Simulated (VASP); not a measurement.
Set up this calculation in VASP 6.6.1, as the native input.

* Task: relaxation of cell and atoms
* Functional: PBE
* Potentials or basis: VASP PAW PBE potentials, release 64 (Ti_sv, Ru_pv, C)
* Cutoff: 600 eV
* k mesh: 6 × 6 × 2
* Occupations: gaussian, width 0.2 eV
* Spin: no spin polarisation
* Dipole correction: no
* Further INCAR settings: ALGO = Normal; EDIFF = 1e-06; IBRION = 2; EDIFFG = -0.08; NSW = 36; ISIF = 3

The structure of Ti4RuC lies in POSCAR:

```
Ti4RuC
1.0
    2.9000000000      0.0000000000      0.0000000000
   -1.4500000000      2.5114736700      0.0000000000
    0.0000000000      0.0000000000     10.8700000000
Ti Ru C
4 1 1
Direct
    0.3333333300      0.6666666700      0.6120000000
    0.6666666700      0.3333333300      0.3880000000
    0.3333333300      0.6666666700      0.1950000000
    0.6666666700      0.3333333300      0.8050000000
    0.0000000000      0.0000000000      0.0000000000
    0.0000000000      0.0000000000      0.5000000000
```

One way to write it, as run:

INCAR

```
  ALGO = Normal
  EDIFF = 1E-6
  EDIFFG = -0.08
  ENCUT = 600
  GGA = PE
  IBRION = 2
  ISIF = 3
  ISMEAR = 0
  LASPH = T
  LCHARG = F
  LREAL = F
  LWAVE = F
  NELM = 80
  NSW = 36
  PREC = Accurate
  SIGMA = 0.2
```

KPOINTS

```
k-points
0
Gamma
  6 6 2
```

Potentials or basis: VASP PAW PBE potentials, release 64 (Ti_sv, Ru_pv, C).

The run is started by

```sh
$ cat potpaw_PBE.64/Ti_sv/POTCAR potpaw_PBE.64/Ru_pv/POTCAR potpaw_PBE.64/C/POTCAR > POTCAR
$ mpirun -np 1 vasp_std > vasp.out
```

It gave:

```json
{
  "Relaxed volume": "14.68 Å³/atom",
  "Relaxed cell": "a = 3.027 Å, b = 3.027 Å, c = 11.096 Å, α = 90.00°, β = 90.00°, γ = 120.00°",
  "Space group after relaxing (to 0.1 Å)": "P-3m1 (No. 164)",
  "Energy gained by relaxing": "149.2 meV/atom",
  "Ionic steps": "10",
  "Pressure after relaxing": "0.0 GPa",
  "Largest force after relaxing": "0.010 eV/Å",
  "Band gap on the k mesh": "zero (bands 33 and 34 overlap by 0.97 eV)"
}
```

Caveat: the k points lie up to 0.40 Å⁻¹ apart in the final cell, too coarse for converged energies and pressures of a metal.

Run time: 6.4 min on 1 thread of AMD EPYC 9R45 96-Core Processor (Zen 5) (shared host), peak memory 0.22 GiB.
